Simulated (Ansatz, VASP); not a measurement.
# NaI: VASP beside Ansatz

```
CELL_PARAMETERS angstrom
0.00000 3.54319 3.54319
3.54319 0.00000 3.54319
3.54319 3.54319 0.00000
ATOMIC_POSITIONS crystal
Na 0.00000 0.00000 0.00000
I 0.25000 0.25000 0.25000
```

Alike in both runs: task single point; functional r2SCAN; k mesh 4 × 4 × 4; occupations fermi-dirac, width 0.001 eV; no spin polarisation.

|  | VASP | Ansatz |
| --- | --- | --- |
| version | VASP 6.6.1 | Ansatz 0.2.0 |
| potentials or method | VASP PAW PBE potentials, release 64 (Na_pv, I) | plane waves |
| plane-wave cutoff (eV) | 520 | 500 |
| valence electrons in the cell | 14 | 26 |

```tsv
	VASP	Ansatz	Ansatz less VASP
gap on the k mesh at the Fermi level (eV)	4.42	4.42	-0.005
pressure (GPa)	-0.1	0.0	+0.08
```

VASP's potentials were made for PBE, not for r2SCAN. VASP's potentials hold 14 valence electrons a cell and Ansatz's 26, so a difference there can come from the potentials and not from the codes.

Neither program's run includes spin-orbit coupling.
